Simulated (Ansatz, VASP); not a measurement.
# PbS in VASP and in Ansatz

File INCAR:

```
PREC = Accurate
ENCUT = 520
EDIFF = 1E-6
ISMEAR = 0
SIGMA = 0.05
LREAL = False
LASPH = True
NELM = 80
ALGO = Normal
ISIF = 2
LWAVE = False
LCHARG = False
GGA = RE
NBANDS = 17
```

The input KPOINTS:

```
Automatic mesh
0
Gamma
  8 8 8
```

File POSCAR:

```
PbS
1.0
    0.0000000000      3.0711729351      3.0711729351
    3.0711729351      0.0000000000      3.0711729351
    3.0711729351      3.0711729351      0.0000000000
Pb S
1 1
Direct
    0.5000000000      0.5000000000      0.5000000000
    0.0000000000      0.0000000000      0.0000000000
```

Input for Ansatz:

```yaml
crystal:
  lattice:
    - [0.0, 3.0711729351, 3.0711729351]
    - [3.0711729351, 0.0, 3.0711729351]
    - [3.0711729351, 3.0711729351, 0.0]
  atoms:
    - { symbol: Pb, position: [0.5, 0.5, 0.5] }
    - { symbol: S, position: [0.0, 0.0, 0.0] }
basis:
  ecutwfc: 420
  ecutrho_ratio: 4
kpoints:
  mp_grid: { grid: [8, 8, 8] }
hamiltonian:
  xc: revpbe
scf:
  occupations: { method: gaussian, width: 0.05 }
output:
  forces: true
  stress: true
  eigenvalues: true
```

Alike in both runs: task single point; functional revPBE; k mesh 8 × 8 × 8; occupations gaussian, width 0.05 eV; no spin polarisation.

```csv
,VASP,Ansatz
version,VASP 6.6.1,Ansatz 0.2.0
potentials or method,"VASP PAW PBE potentials, release 64 (Pb_d, S), cutoff 520 eV","scalar-relativistic, plane waves, PAW"
valence electrons in the cell,20,20
```

|  | VASP | Ansatz | Ansatz less VASP |
| --- | --- | --- | --- |
| gap on the k mesh at the Fermi level (eV) | 0.77 | 0.76 | -0.006 |
| least direct gap on the mesh (eV) | 0.77 | 0.76 | -0.006 |
| pressure (GPa) | -1.9 | -1.8 | +0.08 |

VASP's potentials were made for PBE, not for revPBE.

Neither program's run includes spin-orbit coupling.
